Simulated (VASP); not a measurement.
Input of a VASP 6.6.1 run:

Contents of INCAR:

```
SYSTEM = CaB2
  PREC = Accurate
  ENCUT = 500
  EDIFF = 1E-6
  ISMEAR = -5
  SIGMA = 0.1
  LREAL = .FALSE.
  LASPH = .TRUE.
  NELM = 120
  ALGO = Normal
  ISIF = 2
  LWAVE = .FALSE.
  LCHARG = .FALSE.
  GGA = PE
  NBANDS = 15
  GGA_COMPAT = .FALSE.
```

File KPOINTS:

```
regular mesh
0
G
  3 3 2
  0 0 0
```

File POSCAR:

```
CaB2
1.0
    3.2264302843      0.0000000000      0.0000000000
   -1.6132151421      2.7941705897      0.0000000000
    0.0000000000      0.0000000000      4.0673920000
Ca B
1 2
Direct
    0.0000000000      0.0000000000      0.0000000000
    0.3333333333      0.6666666667      0.5000000000
    0.6666666667      0.3333333333      0.5000000000
```

Potentials or basis: VASP PAW PBE potentials, release 64 (Ca_sv, B).

The run is started by

```sh
$ cat potpaw_PBE.64/Ca_sv/POTCAR potpaw_PBE.64/B/POTCAR > POTCAR
$ mpirun -np 1 vasp_std > vasp.out
```

(1) Estimate the band gap on the k mesh.

(2) Predict the pressure.

## Answers

(1) zero (bands 8 and 9 overlap by 1.34 eV).

(2) -0.4 GPa.

Caveat: the k points lie up to 0.77 Å⁻¹ apart, too coarse for converged energies and pressures of a metal; tetrahedron occupations give inexact forces and stress in metals.
